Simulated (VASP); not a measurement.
# Sr3Al2O (P-6m2) in VASP: a series of runs

Sr3Al2O is run at these levels: PBE; tasks: single point, relaxation of cell and atoms.

Program: VASP 6.6.1. These are calculated values, not measurements. Logs are shortened: lines on timing, memory, paths and dates and some standing lists are left out, and cuts for length are marked.

### 1 The cell of the first run

It takes space group P-6m2 (No. 187, hexagonal). Conventional cell: a = 4.940 Å, b = 4.940 Å, c = 6.421 Å, α = 90.00°, β = 90.00°, γ = 120.00°. Within 2.3 Å of Sr (site symmetry 3m) lie 1 O at 1.77 Å. Within 4.2 Å of Sr (site symmetry -6m2) lie 6 Sr at 3.20 Å and 6 Al at 3.23 Å. Al (site symmetry 3m) has 6 Sr at 2.85 to 3.23 Å and 2 Al at 3.03 to 3.40 Å and 3 O at 3.32 Å within 3.8 Å. Within 2.3 Å of O (site symmetry -6m2) lie 2 Sr at 1.77 Å.

### 2 Single point, PBE

INCAR reads:

```
ALGO     = Normal         # electronic algorithm
EDIFF    = 1E-7           # SCF threshold, eV
ENCUT    = 520            # plane-wave cutoff, eV
GGA      = PE             # functional
ISIF     = 2              # what is computed and relaxed
ISMEAR   = 0              # smearing method
LASPH    = True           # aspherical terms in the spheres
LCHARG   = True           # write CHGCAR
LELF     = True           # ELF
LREAL    = False          # projectors in reciprocal space
LVHAR    = True         
LWAVE    = False          # write WAVECAR
NBANDS   = 30             # bands
NELM     = 80             # most SCF steps
PREC     = Accurate       # precision mode
SIGMA    = 0.1            # smearing width, eV
```

KPOINTS reads:

```
k-points
0
Gamma
  6 6 4
```

POSCAR reads:

```
Sr3Al2O
1.0
    4.9395192300      0.0000000000      0.0000000000
   -2.4697596100      4.2777491300      0.0000000000
    0.0000000000      0.0000000000      6.4214185600
Sr Al O
3 2 1
Direct
    0.0000000000      0.0000000000      0.2754102900
    0.0000000000      0.0000000000      0.7245897100
    0.3333333300      0.6666666700      0.5000000000
    0.6666666700      0.3333333300      0.7356484500
    0.6666666700      0.3333333300      0.2643515500
    0.0000000000      0.0000000000      0.0000000000
```

Potentials or basis: VASP PAW PBE potentials, release 64 (Sr_sv, Al, O).

Run with:

```console
> cat potpaw_PBE.64/Sr_sv/POTCAR potpaw_PBE.64/Al/POTCAR potpaw_PBE.64/O/POTCAR > POTCAR
> mpirun -np 1 vasp_std > vasp.out
```

OUTCAR:

```text
EDIFF = 1E-7
   ENCUT = 520
   GGA = PE
   ISIF = 2
   ISMEAR = 0
   LASPH = True
   LREAL = False
   NELM = 80
   PREC = Accurate

 ion  position               nearest neighbor table
   1  0.000  0.000  0.275-   6 1.77   5 2.85   5 2.85   5 2.85   2 2.88   3 3.20   3 3.20   3 3.20
                             2 3.54   4 4.11   4 4.11   4 4.11
   2  0.000  0.000  0.725-   6 1.77   4 2.85   4 2.85   4 2.85   1 2.88   3 3.20   3 3.20   3 3.20
                             1 3.54   5 4.11   5 4.11   5 4.11
   3  0.333  0.667  0.500-   1 3.20   2 3.20   1 3.20   2 3.20   1 3.20   2 3.20   4 3.23   5 3.23
                             4 3.23   5 3.23   4 3.23   5 3.23
   4  0.667  0.333  0.736-   2 2.85   2 2.85   2 2.85   5 3.03   3 3.23   3 3.23   3 3.23   1 4.11
                             1 4.11   1 4.11
   5  0.667  0.333  0.264-   1 2.85   1 2.85   1 2.85   4 3.03   3 3.23   3 3.23   3 3.23   2 4.11
                             2 4.11   2 4.11
   6  0.000  0.000  0.000-   2 1.77   1 1.77

 -----------------------------------------------------------------------------
|                                                                             |
|           W    W    AA    RRRRR   N    N  II  N    N   GGGG   !!!           |
|           W    W   A  A   R    R  NN   N  II  NN   N  G    G  !!!           |
|           W    W  A    A  R    R  N N  N  II  N N  N  G       !!!           |
|           W WW W  AAAAAA  RRRRR   N  N N  II  N  N N  G  GGG   !            |
|           WW  WW  A    A  R   R   N   NN  II  N   NN  G    G                |
|           W    W  A    A  R    R  N    N  II  N    N   GGGG   !!!           |
|                                                                             |
|     The distance between some ions is very small. Please check the          |
|     nearest-neighbor list in the OUTCAR file.                               |
|     I HOPE YOU KNOW WHAT YOU ARE DOING!                                     |
|                                                                             |
 -----------------------------------------------------------------------------

  LATTYP: Found a hexagonal cell.
 ALAT       =     4.9395192300
 C/A-ratio  =     1.3000088189

  Lattice vectors:

 A1 = (   4.9395192300,   0.0000000000,   0.0000000000)
 A2 = (  -2.4697596100,   4.2777491300,   0.0000000000)
 A3 = (   0.0000000000,   0.0000000000,   6.4214185600)

Analysis of symmetry for initial positions (statically):
=====================================================================
 Subroutine PRICEL returns:
 Original cell was already a primitive cell.

 Routine SETGRP: Setting up the symmetry group for a
 hexagonal supercell.

 Subroutine GETGRP returns: Found 12 space group operations
 (whereof 12 operations were pure point group operations)
 out of a pool of 24 trial point group operations.

The static configuration has the point symmetry D_3h.

Analysis of symmetry for dynamics (positions and initial velocities):
=====================================================================
 Subroutine PRICEL returns:
 Original cell was already a primitive cell.

 Routine SETGRP: Setting up the symmetry group for a
 hexagonal supercell.

 Subroutine GETGRP returns: Found 12 space group operations
 (whereof 12 operations were pure point group operations)
 out of a pool of 24 trial point group operations.

The dynamic configuration has the point symmetry D_3h.

 Subroutine INISYM returns: Found 12 space group operations
 (whereof 12 operations are pure point group operations),
 and found     1 'primitive' translations

----------------------------------------------------------------------------------------

                                     Primitive cell

  volume of cell :     135.6847

  direct lattice vectors                    reciprocal lattice vectors
     4.939519230  0.000000000  0.000000000     0.202448852  0.116883899  0.000000000
    -2.469759610  4.277749130  0.000000000     0.000000000  0.233767799  0.000000000
     0.000000000  0.000000000  6.421418560     0.000000000  0.000000000  0.155728830

  length of vectors
     4.939519230  4.939519223  6.421418560     0.233767799  0.233767799  0.155728830

  position of ions in fractional coordinates (direct lattice)
     0.000000000  0.000000000  0.275410290
     0.000000000  0.000000000  0.724589710
     0.333333330  0.666666670  0.500000000
     0.666666670  0.333333330  0.735648450
     0.666666670  0.333333330  0.264351550
     0.000000000  0.000000000  0.000000000

  ion indices of the primitive-cell ions
   primitive index   ion index
                 1           1
                 2           2
                 3           3
                 4           4
                 5           5
                 6           6

----------------------------------------------------------------------------------------

 KPOINTS: k-points

Automatic generation of k-mesh.
 Grid dimensions read from file:
 generate k-points for:    6    6    4

 Generating k-lattice:

  Cartesian coordinates                     Fractional coordinates (reciprocal lattice)
     0.033741475  0.019480650  0.000000000     0.166666667  0.000000000  0.000000000
     0.000000000  0.038961300  0.000000000     0.000000000  0.166666667  0.000000000
     0.000000000  0.000000000  0.038932208     0.000000000  0.000000000  0.250000000

  Length of vectors
     0.038961300  0.038961300  0.038932208

  Shift w.r.t. Gamma in fractional coordinates (k-lattice)
     0.000000000  0.000000000  0.000000000

 Subroutine IBZKPT returns following result:
 ===========================================

 Found     21 irreducible k-points:

 Following reciprocal coordinates:
            Coordinates               Weight
  0.000000  0.000000  0.000000      1.000000
  0.166667 -0.000000  0.000000      6.000000
  0.333333 -0.000000  0.000000      6.000000
  0.500000 -0.000000  0.000000      3.000000
  0.166667  0.166667  0.000000      6.000000
  0.333333  0.166667  0.000000     12.000000
[... 13 lines left out ...]
  0.333333  0.166667  0.500000     12.000000
  0.333333  0.333333  0.500000      2.000000
   k-points           NKPTS =     21   k-points in BZ     NKDIM =     21   number of bands    NBANDS=     30
   number of dos      NEDOS =    301   number of ions     NIONS =      6
   total plane-waves  NPLWV =  76800
   dimension x,y,z NGX =    40 NGY =   40 NGZ =   48
   dimension x,y,z NGXF=    80 NGYF=   80 NGZF=   96
   ions per type =               3   2   1
   NGX,Y,Z   is equivalent  to a cutoff of  13.46, 13.46, 12.43 a.u.
   NGXF,Y,Z  is equivalent  to a cutoff of  26.93, 26.93, 24.85 a.u.
 SYSTEM =  unknown system
   PREC   = accura    normal or accurate (medium, high low for compatibility)
   ISTART =      0    job   : 0-new  1-cont  2-samecut
   ICHARG =      2    charge: 1-file 2-atom 10-const
   ISPIN  =      1    spin polarized calculation?
   LNONCOLLINEAR =      F non collinear calculations
   LSORBIT =      F    spin-orbit coupling
   LASPH  =      T    aspherical Exc in radial PAW
   ENCUT  =  520.0 eV  38.22 Ry    6.18 a.u.   9.18  9.18 11.94*2*pi/ulx,y,z
   NELM   =     80;   NELMIN=  2; NELMDL= -5     # of ELM steps
   EDIFF  = 0.1E-06   stopping-criterion for ELM
   LREAL  =      F    real-space projection
   EDIFFG = 0.1E-05   stopping-criterion for IOM
   NSW    =      0    number of steps for IOM
   IBRION =     -1    ionic relax: 0-MD 1-quasi-New 2-CG
   NFREE  =      0    steps in history (QN), initial steepest desc. (CG)
   ISIF   =      2    stress and relaxation
   ISYM   =      2    0-nonsym 1-usesym 2-fastsym
   POTIM  = 0.5000    time-step for ionic-motion
   TEBEG  =    0.0;   TEEND  =   0.0 temperature during run
   PSTRESS=    0.0 pullay stress
   NELECT =      42.0000    total number of electrons
   NUPDOWN=      -1.0000    fix difference up-down
   EMIN   =  10.00;   EMAX   =-10.00  energy-range for DOS
   EFERMI =   0.00;   METHOD = LEGACY
   ISMEAR =     0;   SIGMA  =   0.10  broadening in eV -4-tet -1-fermi 0-gaus
   EFERMI_NEDOS =   21; number of points for ismear=-14 and -15
   IALGO  =     38    algorithm
   IMIX   =      4    mixing-type and parameters
     AMIX     =   0.40;   BMIX     =  1.00
     AMIX_MAG =   1.60;   BMIX_MAG =  1.00
  volume/ion in A,a.u.               =      22.61       152.61
  Fermi-wavevector in a.u.,A,eV,Ry     =   1.107425  2.092730 16.686047  1.226390
  Thomas-Fermi vector in A             =   2.243939
   LORBIT       =      0    0 simple, 1 ext, 2 COOP (PROOUT), +10 PAW based schemes
   GGA     = PE    functional components
   LHFCALC =     F    Hartree Fock is set to
   AEXX    =    0.0000 exact exchange contribution
   IVDW    =     0    specifies the selected vdW correction
   LEPSILON=     F    determine dielectric tensor
   LRPA    =     F    only Hartree local field effects (RPA)
 non-spin polarized calculation
 Gauss-broadening in eV      SIGMA  =   0.10
  energy-cutoff  :      520.00
  volume of cell :      135.68
 maximum number of plane-waves:      3696
 NGX is ok and might be reduce to    40
   NGX = 19   NGY = 19   NGZ = 23

 number of electron      41.9999999 magnetization

 Free energy of the ion-electron system (eV)
  ---------------------------------------------------
  ext. energy  EPLUGINS =         0.00000000
  ---------------------------------------------------
  free energy    TOTEN  =       -11.17363166 eV

  energy without entropy =      -11.14442471  energy(sigma->0) =      -11.15902819

 E-fermi :   3.9771     XC(G=0):  -9.3362

 val. band max:        3.9392211751   @ k =   0.3333   0.3333   0.0000
 cond. band min:       3.9793089158   @ k =   0.1667  -0.0000   0.2500
 fundamental gap:      0.0400877408
 Fermi energy:         3.9770632306

 k-point     1 :       0.0000    0.0000    0.0000
  band No.  band energies     occupation
      1     -31.6350      2.00000
      2     -30.4853      2.00000
      3     -30.1738      2.00000
      4     -17.6352      2.00000
      5     -13.9631      2.00000
      6     -13.9631      2.00000
[... 22 lines left out ...]
     29       9.2004      0.00000
     30      10.7614      0.00000

 k-point     2 :       0.1667   -0.0000    0.0000
  band No.  band energies     occupation
      1     -31.6296      2.00000
      2     -30.4910      2.00000
      3     -30.1731      2.00000
      4     -17.6393      2.00000
      5     -13.9921      2.00000
      6     -13.9492      2.00000
[... 22 lines left out ...]
     29       8.8218      0.00000
     30       9.4689      0.00000

 k-point     3 :       0.3333   -0.0000    0.0000
  band No.  band energies     occupation
      1     -31.6185      2.00000
      2     -30.5027      2.00000
      3     -30.1718      2.00000
      4     -17.6473      2.00000
      5     -14.0467      2.00000
      6     -13.9256      2.00000
[... 22 lines left out ...]
     29       8.2439      0.00000
     30       8.5309      0.00000

 k-point     4 :       0.5000   -0.0000    0.0000
  band No.  band energies     occupation
      1     -31.6129      2.00000
      2     -30.5087      2.00000
      3     -30.1711      2.00000
      4     -17.6513      2.00000
      5     -14.0724      2.00000
      6     -13.9161      2.00000
[... 517 lines left out ...]
     29       8.0158      0.00000
     30       8.8714      0.00000

 k-point    20 :       0.3333    0.1667    0.5000
  band No.  band energies     occupation
      1     -31.6127      2.00000
      2     -30.3820      2.00000
      3     -30.3086      2.00000
      4     -17.1996      2.00000
      5     -14.5591      2.00000
      6     -14.1027      2.00000
[... 22 lines left out ...]
     29       7.5010      0.00000
     30       8.0783      0.00000

 k-point    21 :       0.3333    0.3333    0.5000
  band No.  band energies     occupation
      1     -31.6101      2.00000
      2     -30.3848      2.00000
      3     -30.3083      2.00000
      4     -17.1988      2.00000
      5     -14.5701      2.00000
      6     -14.1527      2.00000
[... 22 lines left out ...]
     29       7.1949      0.00000
     30       7.7553      0.00000

------------------------ aborting loop because EDIFF is reached ----------------------------------------

  FORCE on cell =-STRESS in cart. coord.  units (eV):
  Direction    XX          YY          ZZ          XY          YZ          ZX
  --------------------------------------------------------------------------------------
  -------------------------------------------------------------------------------------
  Total       19.6838568     19.6838568     42.0682012      0.0000000      0.0000000      0.0000000
  in kB      232.4287299    232.4287293    496.7450559      0.0000003      0.0000000      0.0000000
  external PRESSURE =     320.5341717 kB  Pullay stress =       0.0000000 kB

 VOLUME and BASIS-vectors are now :
 -----------------------------------------------------------------------------
  energy-cutoff  :      520.00
  volume of cell :      135.68
      direct lattice vectors                 reciprocal lattice vectors
     4.939519230  0.000000000  0.000000000     0.202448852  0.116883899  0.000000000
    -2.469759610  4.277749130  0.000000000     0.000000000  0.233767799  0.000000000
     0.000000000  0.000000000  6.421418560     0.000000000  0.000000000  0.155728830

 POSITION                                       TOTAL-FORCE (eV/Angst)
 -----------------------------------------------------------------------------------
      0.00000      0.00000      1.76852         0.000000     -0.000000      7.158118
      0.00000      0.00000      4.65289         0.000000     -0.000000     -7.158118
     -0.00000      2.85183      3.21071        -0.000000     -0.000000      0.000000
      2.46976      1.42592      4.72391         0.000000      0.000000     -0.154618
      2.46976      1.42592      1.69751         0.000000      0.000000      0.154618
      0.00000      0.00000      0.00000         0.000000     -0.000000      0.000000
 -----------------------------------------------------------------------------------
    total drift:                                0.000020     -0.000011     -0.000000

  FREE ENERGIE OF THE ION-ELECTRON SYSTEM (eV)
  ---------------------------------------------------
  free  energy   TOTEN  =       -11.1736316624 eV

  energy  without entropy=      -11.1444247103  energy(sigma->0) =      -11.15902819
```

Wall time 70 s (1 thread of Intel Xeon 6975P-C (Granite Rapids), shared host); peak memory 0.3 GiB.

What came out:

- Free energy: -11.1736 eV
- Pressure: 32.1 GPa
- Largest force: 7.158 eV/Å
- Band gap on the k mesh: zero (band 21 reaches 4.31 eV, above the bottom of band 22 at 3.51 eV)

Forces on the atoms (eV/Å):
```
Sr   0.000  0.000  7.158
Sr   0.000  0.000 -7.158
Sr   0.000  0.000  0.000
Al   0.000  0.000 -0.155
Al   0.000  0.000  0.155
O    0.000  0.000  0.000
```

Stress tensor (GPa, compression positive):
```
23.24  0.00  0.00
 0.00 23.24  0.00
 0.00  0.00 49.67
```

Caveat: forces of over 1 eV/Å act on the atoms, so gaps and moduli don't describe the material at rest.

### 3 Single point, PBE

This run uses another cell than the first one, of 44.30 Å³/atom, 1.959 times its volume.

INCAR reads:

```
ALGO = Normal
EDIFF = 1E-7
ENCUT = 520
GGA = PE
ISIF = 2
ISMEAR = 0
LASPH = True
LCHARG = False
LREAL = False
LWAVE = False
NBANDS = 30
NELM = 80
PREC = Accurate
SIGMA = 0.1
```

KPOINTS is that of step 2.

POSCAR reads:

```
Sr3Al2O
1.0
    5.3898442068     -0.0000000031      0.0000000000
   -2.6949221007      4.6677420071      0.0000000000
    0.0000000000      0.0000000000     10.5655010674
Sr Al O
3 2 1
Direct
    0.0000000000      0.0000000000      0.2006068921
    0.0000000000      0.0000000000      0.7993931079
    0.3333333333      0.6666666667      0.5000000000
    0.6666666667      0.3333333333      0.6179737253
    0.6666666667      0.3333333333      0.3820262747
    0.0000000000      0.0000000000      0.0000000000
```

Potentials or basis: VASP PAW PBE potentials, release 64 (Sr_sv, Al, O).

Run with:

```console
> cat potpaw_PBE.64/Sr_sv/POTCAR potpaw_PBE.64/Al/POTCAR potpaw_PBE.64/O/POTCAR > POTCAR
> mpirun -np 1 vasp_std > vasp.out
```

It took 2.4 min on 1 thread of Intel Xeon 6975P-C (Granite Rapids), shared host; peak memory 0.45 GiB.

It converged, with:

```yaml
Free_energy: -20.1197 eV
Pressure: 0.1 GPa
Largest_force: 0.185 eV/Å
Band_gap_on_the_k_mesh: zero (band 21 reaches 0.54 eV, above the bottom of band 22 at 0.47 eV)
```

Forces on the atoms (eV/Å):
```
Sr   0.000  0.000  0.185
Sr   0.000  0.000 -0.185
Sr   0.000  0.000  0.000
Al   0.000  0.000  0.014
Al   0.000  0.000 -0.014
O    0.000  0.000  0.000
```

Stress tensor (GPa, compression positive):
```
-0.05  0.00  0.00
 0.00 -0.05  0.00
 0.00  0.00  0.50
```

Levels at points of the mesh, in eV from the Fermi level:
```
           k point  band 18  band 19  band 20  band 21  band 22  band 23  band 24  band 25
(0.00, 0.00, 0.00)    -1.44    -1.09    -0.24    -0.24     1.29     1.29     1.94     2.14
(0.50, 0.00, 0.00)    -1.58    -1.47    -0.13    -0.01     0.03     0.80     1.04     2.39
(0.00, 0.00, 0.50)    -1.43    -0.94    -0.26    -0.26     1.27     1.27     1.34     2.14
(0.50, 0.00, 0.50)    -1.47    -1.29    -0.14    -0.07     0.00     0.84     1.17     2.20
```

[end of part 1 of 2]
